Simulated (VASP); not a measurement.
Here is a VASP 6.6.1 calculation.

The input INCAR:

```
PREC = Accurate
ENCUT = 520
EDIFF = 1E-6
ISMEAR = -1
SIGMA = 0.03
LREAL = False
LASPH = True
NELM = 100
ALGO = Normal
ISIF = 2
LWAVE = False
LCHARG = False
GGA = PS
NBANDS = 22
```

KPOINTS

```
regular mesh
0
Gamma
  9 9 3
```

The input POSCAR:

```
Bi
1.0
    4.5085362925      0.0000000000      0.0000000000
   -2.2542681463      3.9045069633      0.0000000000
    0.0000000000      0.0000000000     11.7496083461
Bi
2
Direct
    0.3333333333      0.6666666667      0.2500000000
    0.6666666667      0.3333333333      0.7500000000
```

Potentials or basis: VASP PAW PBE potentials, release 64 (Bi_d).

The run is started by

```console
$ cat potpaw_PBE.64/Bi_d/POTCAR > POTCAR
$ mpirun -np 1 vasp_std > vasp.out
```

Q: Estimate the pressure.

A: -3.7 GPa.

Q: Estimate the band gap on the k mesh.

A: Zero (bands 15 and 16 overlap by 2.21 eV).

Stress tensor (GPa, compression positive):
```
-5.31  0.00  0.00
 0.00 -5.31  0.00
 0.00  0.00 -0.43
```

Caveat: the cell stands under tension; the PAW data sets were made with another functional, which shifts forces and pressure a little; spin-orbit coupling is left out, which moves the levels of the heavy elements.
